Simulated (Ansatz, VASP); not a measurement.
## Br: VASP beside Ansatz

```xyz
4
Lattice="3.3281 -1.9517 0.0000 3.3281 1.9517 0.0000 0.0000 0.0000 8.4732" Properties=species:S:1:pos:R:3 pbc="T T T"
Br    3.3281   -1.3298    1.0246
Br    3.3281   -0.6219    5.2612
Br    3.3281    1.3298    7.4486
Br    3.3281    0.6219    3.2120
```

Alike in both runs: functional LDA; k mesh 5 × 5 × 2; occupations fermi-dirac, width 0.05 eV; no spin polarisation.

Ansatz relaxed the structure, and its values are those at the end. VASP's run is a single point on that final structure, the one shown.

```csv
,VASP,Ansatz
version,VASP 6.6.1,Ansatz 0.2.0
potentials or method,"VASP PAW LDA potentials, release 64 (Br), cutoff 520 eV","plane waves (420 eV) with PAW, scalar-relativistic"
valence electrons in the cell,28,28
```

Ansatz gave:

```
pressure (GPa)                     : 0.0
rms of the force components (eV/Å) : 0.002
```

Task: What did VASP give for the same quantities?

Result: Pressure (GPa): 0.1; rms of the force components (eV/Å): 0.012.

Ansatz warns that its potentials were made for another functional, while VASP's fit it. LDA's correlation is that of Perdew and Zunger in VASP and of Perdew and Wang (1992) in Ansatz.
